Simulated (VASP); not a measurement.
**NiO: single point with PBE**

Crystal: NiO.

```
CELL_PARAMETERS angstrom
2.50462 0.00000 0.00000
0.00000 2.50462 0.00000
0.00000 0.00000 2.50462
ATOMIC_POSITIONS crystal
Ni 0.00000 0.00000 0.00000
O 0.50000 0.50000 0.50000
```

```json
{"Program": "VASP 6.6.1", "Task": "single point", "Functional": "PBE", "Potentials or basis": "VASP PAW PBE potentials, release 64 (Ni, O)", "Cutoff": "520 eV", "k mesh": "9 × 9 × 9", "Occupations": "fermi-dirac, width 0.05 eV", "Spin": "collinear spin, ferromagnetic start", "Starting moments": "[1.5, 0.0] μB", "Fixed moment": "1.5 μB", "Dipole correction": "no", "Further INCAR settings": "ALGO = Normal; EDIFF = 1e-06; NBANDS = 19"}
```

| Property | Result |
| --- | --- |
| Pressure | 28.9 GPa |
| Net moment | 1.50 μB per cell |
| Site moments | Ni +1.10; O +0.36 μB |
| Valence electrons inside the program's atomic spheres | Ni 9.15; O 4.94 |

Wall time 32 s on 1 thread of Intel Xeon 8259CL, with other jobs on the host, peak memory 0.14 GiB.

Caveat: the total moment is fixed, so each spin has its own Fermi level; a cell with one magnetic atom can't hold antiferromagnetic order, which such compounds often take.
